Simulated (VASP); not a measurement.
Here is a VASP 6.6.1 calculation.

File INCAR:

```
  ALGO = Normal
  EDIFF = 1E-6
  ENCUT = 520
  GGA = PE
  ISIF = 2
  ISMEAR = 0
  LASPH = True
  LCHARG = False
  LREAL = False
  LWAVE = False
  NBANDS = 35
  NELM = 80
  PREC = Accurate
  SIGMA = 0.1
```

Contents of KPOINTS:

```
k-points
0
Gamma
  8 8 8
```

File POSCAR:

```
Cd4S
1.0
   -3.2131236555      3.2131236555      3.2131236555
    3.2131236555     -3.2131236555      3.2131236555
    3.2131236555      3.2131236555     -3.2131236555
Cd S
4 1
Direct
    0.5000000000      0.5000000000      0.5000000000
    0.5000000000      0.0000000000      0.0000000000
    0.0000000000      0.0000000000      0.5000000000
    0.0000000000      0.5000000000      0.0000000000
    0.0000000000      0.0000000000      0.0000000000
```

Potentials or basis: VASP PAW PBE potentials, release 64 (Cd, S).

Launch:

```console
$ cat potpaw_PBE.64/Cd/POTCAR potpaw_PBE.64/S/POTCAR > POTCAR
$ mpirun -np 1 vasp_std > vasp.out
```

Q: Estimate the pressure.

A: 0.2 GPa.

Q: Estimate the band gap on the k mesh.

A: Zero (bands 27 and 28 overlap by 1.89 eV).
